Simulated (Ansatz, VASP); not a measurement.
CoGe3Pd: VASP beside Ansatz

```
Co Ge Pd
1.0
     4.81848    0.00000    0.00000
     0.00000    4.81848    0.00000
     0.00000    0.00000    4.81848
Co Ge Pd
1 3 1
Direct
  0.00000 0.00000 0.00000
  0.00000 0.50000 0.50000
  0.50000 0.00000 0.50000
  0.50000 0.50000 0.00000
  0.50000 0.50000 0.50000
```

Change from the starting cell: species swapped into the ErBPd3 type (Pm-3m, No. 221).

Alike in both runs: functional PBE; k mesh 8 × 8 × 8; occupations gaussian, width 0.1 eV; collinear spin.

Ansatz relaxed the structure, and its values are those at the end. VASP's run is a single point on that final structure, the one shown.

```csv
,VASP,Ansatz
version,VASP 6.6.1,Ansatz 0.2.0
potentials or method,"VASP PAW PBE potentials, release 64 (Co, Ge_d, Pd), cutoff 520 eV","scalar-relativistic, plane waves, PAW"
valence electrons in the cell,61,77
```

|  | VASP | Ansatz | Ansatz less VASP |
| --- | --- | --- | --- |
| gap on the k mesh at the Fermi level (eV) | none | none | - |
| pressure (GPa) | 0.1 | 0.0 | -0.07 |
| net moment per atom (μB) | 0.37 | 0.37 | +0.002 |
| size of the moment on the site where the two differ most (μB) | 2.00 | 2.08 | +0.082 |

Site moments also hang on the region over which each program counts them. A gap of «none» marks a metal or a gap that the smearing closes. VASP's potentials hold 61 valence electrons a cell and Ansatz's 77, so a difference there can come from the potentials and not from the codes.
